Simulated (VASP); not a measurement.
LuTlAu4, 6 atoms in the cell. The structure is tetragonal, space group P4/mmm (No. 123). Conventional cell: a = 4.004 Å, b = 4.004 Å, c = 6.888 Å, α = 90.00°, β = 90.00°, γ = 90.00°. Lu (site symmetry 4/mmm) has 16 Au at 3.21 to 3.98 Å and 4 Lu at 4.00 Å within 4.2 Å. Tl (site symmetry 4/mmm) has 6 Au at 1.94 to 2.00 Å within 2.6 Å. Within 2.6 Å of Au (site symmetry 4mm) lie 1 Tl at 1.94 Å. Au (site symmetry mmm) has 2 Tl at 2.00 Å and 8 Au at 2.79 to 2.83 Å within 2.9 Å. The cell was generated, and may not be a known phase.

```yaml
Program: VASP 6.6.1
Task: single point
Functional: PBE
Potentials_or_basis: VASP PAW PBE potentials, release 64 (Lu, Tl_d, Au)
Cutoff: 520 eV
k_mesh: 4 × 4 × 4
Occupations: gaussian, width 0.1 eV
Spin: no spin polarisation
Dipole_correction: no
Further_INCAR_settings: ALGO = Fast; EDIFF = 1e-06; NBANDS = 50
```

Potentials or basis: VASP PAW PBE potentials, release 64 (Lu, Tl_d, Au).

Launch:

```bash
$ cat potpaw_PBE.64/Lu/POTCAR potpaw_PBE.64/Tl_d/POTCAR potpaw_PBE.64/Au/POTCAR > POTCAR
$ mpirun -np 1 vasp_std > vasp.out
```

Hardware: 1 thread of Intel(R) Xeon(R) 6975P-C (Granite Rapids) (shared host).

Task: Estimate the wall time of this run.

Result: Run time: 97 s on 1 thread of Intel(R) Xeon(R) 6975P-C (Granite Rapids), with other jobs on the host, peak memory 0.28 GiB. Counts: scf iterations 24, k points 18.
